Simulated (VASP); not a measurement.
Set up this calculation in VASP 6.6.1, as the native input.

* Task: single point
* Functional: r2SCAN
* Potentials or basis: VASP PAW PBE potentials, release 64 (Ti_sv, B)
* Cutoff: 550 eV
* k mesh: 21 × 21 × 18
* Occupations: gaussian, width 0.1 eV
* Spin: no spin polarisation
* Dipole correction: no
* Further INCAR settings: ALGO = Normal; EDIFF = 1e-06; NBANDS = 16

Crystal: TiB2.

```xyz
3
Lattice="3.0250 0.0000 0.0000 -1.5125 2.6197 0.0000 0.0000 0.0000 3.2237" Properties=species:S:1:pos:R:3 pbc="T T T"
Ti    0.0000    0.0000    0.0000
B     0.0000    1.7465    1.6118
B     1.5125    0.8732    1.6118
```

The input as run:

POSCAR

```
TiB2
1.0
    3.0249536156      0.0000000029      0.0000000000
   -1.5124768103      2.6196866749      0.0000000000
    0.0000000000      0.0000000000      3.2236786338
Ti B
1 2
Direct
    0.0000000000      0.0000000000      0.0000000000
    0.3333333333      0.6666666667      0.5000000000
    0.6666666667      0.3333333333      0.5000000000
```

INCAR.step1

```
PREC = Accurate
ENCUT = 550
ISMEAR = 0
SIGMA = 0.1
LREAL = F
LASPH = T
NELM = 120
NBANDS = 16
GGA = PE
ALGO = Normal
EDIFF = 1E-5
LWAVE = T
LCHARG = F
GGA_COMPAT = F
```

INCAR.step2

```
PREC = Accurate
ENCUT = 550
EDIFF = 1E-6
ISMEAR = 0
SIGMA = 0.1
LREAL = F
LASPH = T
NELM = 120
ALGO = Normal
ISIF = 2
LWAVE = F
LCHARG = F
METAGGA = R2SCAN
LMIXTAU = T
NBANDS = 16
ISTART = 1
GGA_COMPAT = F
```

KPOINTS

```
Automatic mesh
0
Gamma
  21 21 18
```

Potentials or basis: VASP PAW PBE potentials, release 64 (Ti_sv, B).

Launch:

```console
$ cat potpaw_PBE.64/Ti_sv/POTCAR potpaw_PBE.64/B/POTCAR > POTCAR
$ cp INCAR.step1 INCAR
$ mpirun -np 1 vasp_std > vasp.out
$ cp INCAR.step2 INCAR
$ mpirun -np 1 vasp_std > vasp.out
```

Results of the run:

```
Pressure               : 0.7 GPa
Band gap on the k mesh : zero (bands 9 and 10 overlap by 0.67 eV)
```

Caveat: the PAW data sets were made with another functional, which shifts forces and pressure a little.

It took 19 min on 1 thread of Oxide Virtual Turin-like Processor, on a shared host, peak memory 0.28 GiB.
